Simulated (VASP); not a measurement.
A run of VASP 6.6.1:

File INCAR:

```
SYSTEM = SiC
PREC = Accurate
ENCUT = 520
EDIFF = 1E-6
ISMEAR = 0
SIGMA = 0.05
LREAL = .FALSE.
LASPH = .TRUE.
NELM = 100
ALGO = Normal
ISIF = 2
LWAVE = .FALSE.
LCHARG = .FALSE.
GGA = PE
NBANDS = 11
```

File KPOINTS:

```
Automatic mesh
0
G
  12 12 12
  0 0 0
```

The input POSCAR:

```
SiC
1.0
    0.0000000000      2.1740000000      2.1740000000
    2.1740000000      0.0000000000      2.1740000000
    2.1740000000      2.1740000000      0.0000000000
Si C
1 1
Direct
   -0.0517479301     -0.0517479301     -0.0214346945
    0.7500000000      0.7500000000      0.7500000000
```

Potentials or basis: VASP PAW PBE potentials, release 64 (Si, C).

Launch:

```sh
$ cat potpaw_PBE.64/Si/POTCAR potpaw_PBE.64/C/POTCAR > POTCAR
$ mpirun -np 1 vasp_std > vasp.out
```

Hardware: 1 thread of Intel(R) Xeon(R) Platinum 8259CL CPU @ 2.50GHz (Skylake/Cascade Lake), on a shared host.

How long does it take, and how much memory?

Run time: 59 s on 1 thread of Intel(R) Xeon(R) Platinum 8259CL CPU @ 2.50GHz (Skylake/Cascade Lake), on a shared host, peak memory 0.22 GiB. Counts: scf iterations 13, k points 476.
